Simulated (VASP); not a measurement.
Here is a VASP 6.6.1 calculation.

File POSCAR:

```
Si
1.0
    0.0000000000      2.7221188956      2.6676765177
    2.7221188956      0.0000000000      2.6676765177
    2.7221188956      2.7221188956      0.0000000000
Si
2
Direct
    0.0000000000      0.0000000000      0.0000000000
    0.2500000000      0.2500000000      0.2500000000
```

File INCAR.step1:

```
SYSTEM = Si
PREC = Accurate
ENCUT = 520
EDIFF = 1E-5
ISMEAR = 0
SIGMA = 0.01
LREAL = .False.
LASPH = .True.
NELM = 80
ALGO = Normal
ISIF = 2
LWAVE = .True.
LCHARG = .False.
GGA = PE
NBANDS = 11
```

File INCAR.step2:

```
SYSTEM = Si
PREC = Accurate
ENCUT = 520
EDIFF = 1E-7
ISMEAR = 0
SIGMA = 0.01
LREAL = .False.
LASPH = .True.
NELM = 80
ALGO = Normal
ISIF = 2
LWAVE = .False.
LCHARG = .False.
GGA = PE
LHFCALC = .True.
HFSCREEN = 0.2079
PRECFOCK = Normal
ISTART = 1
NBANDS = 11
```

Contents of KPOINTS:

```
regular mesh
0
Gamma
  6 6 6
  0 0 0
```

Potentials or basis: VASP PAW PBE potentials, release 64 (Si).

Run with:

```bash
$ cat potpaw_PBE.64/Si/POTCAR > POTCAR
$ cp INCAR.step1 INCAR
$ mpirun -np 1 vasp_std > vasp.out
$ cp INCAR.step2 INCAR
$ mpirun -np 1 vasp_std > vasp.out
```

Predict the pressure.

1.5 GPa.

Predict the band gap on the k mesh.

1.06 eV (least direct gap 3.19 eV).

Stress tensor (GPa, compression positive):
```
0.81 0.00 0.00
0.00 0.81 0.00
0.00 0.00 2.90
```

Caveat: the cell differs from its parent crystal (uniaxial z strain -2.0%); the PAW data sets were made with another functional, which shifts forces and pressure a little. A k mesh can miss the band edges.
